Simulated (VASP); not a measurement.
## Cu12C: single point with PBE

System: Cu12C, a slab with vacuum.

```xyz
13
Lattice="5.1332 0.0000 0.0000 -2.5666 4.4455 0.0000 0.0000 0.0000 19.6236" Properties=species:S:1:pos:R:3 pbc="T T T"
Cu    1.2833    0.7409    4.0000
Cu    0.0000    2.9637    4.0000
Cu    3.8499    0.7409    4.0000
Cu    2.5666    2.9637    4.0000
Cu    0.0000    1.4818    6.0617
Cu   -1.2833    3.7046    6.0617
Cu    2.5666    1.4818    6.0617
Cu    1.2833    3.7046    6.0617
Cu    0.0000    0.0000    8.1236
Cu   -1.2833    2.2228    8.1236
Cu    2.5666    0.0000    8.1236
Cu    1.2833    2.2228    8.1236
C    -0.2139    0.3705    9.7852
```

```
Program             : VASP 6.6.1
Task                : single point
Functional          : PBE
Potentials or basis : VASP PAW PBE potentials, release 64 (Cu_sv_GW, C)
Cutoff              : 610 eV
k mesh              : 6 × 6 × 1
Occupations         : gaussian, width 0.1 eV
Spin                : no spin polarisation
```

The largest force is 0.949 eV/Å. The band gap on the k mesh is zero (bands 116 and 117 overlap by 0.19 eV).

Forces in eV/Å, atoms in the order of the input:
```
Cu  -0.010 -0.045 -0.018
Cu  -0.013  0.015 -0.014
Cu   0.004 -0.016 -0.042
Cu   0.023  0.048 -0.005
Cu   0.016  0.052 -0.071
Cu  -0.004 -0.023 -0.067
Cu   0.001 -0.003 -0.008
Cu  -0.008 -0.043 -0.055
Cu   0.297 -0.504 -0.747
Cu   0.111 -0.102  0.433
Cu   0.058 -0.036  0.292
Cu  -0.058 -0.023  0.290
C   -0.417  0.679  0.013
```

Levels at points of the mesh, in eV from the Fermi level:
```
           k point  band 114  band 115  band 116  band 117  band 118  band 119
(0.00, 0.00, 0.00)     -0.74     -0.15      0.14      0.41      0.46      1.13
(0.50, 0.00, 0.00)     -0.35     -0.23     -0.22     -0.05      0.28      0.87
(0.00, 0.50, 0.00)     -0.39     -0.35     -0.15      0.01      0.30      0.86
(0.50, 0.50, 0.00)     -0.38     -0.35     -0.16      0.02      0.28      0.88
```

Wall time 110 min on 1 thread of Intel(R) Xeon(R) 6975P-C (Granite Rapids), with other jobs on the host, peak memory 1.3 GiB.
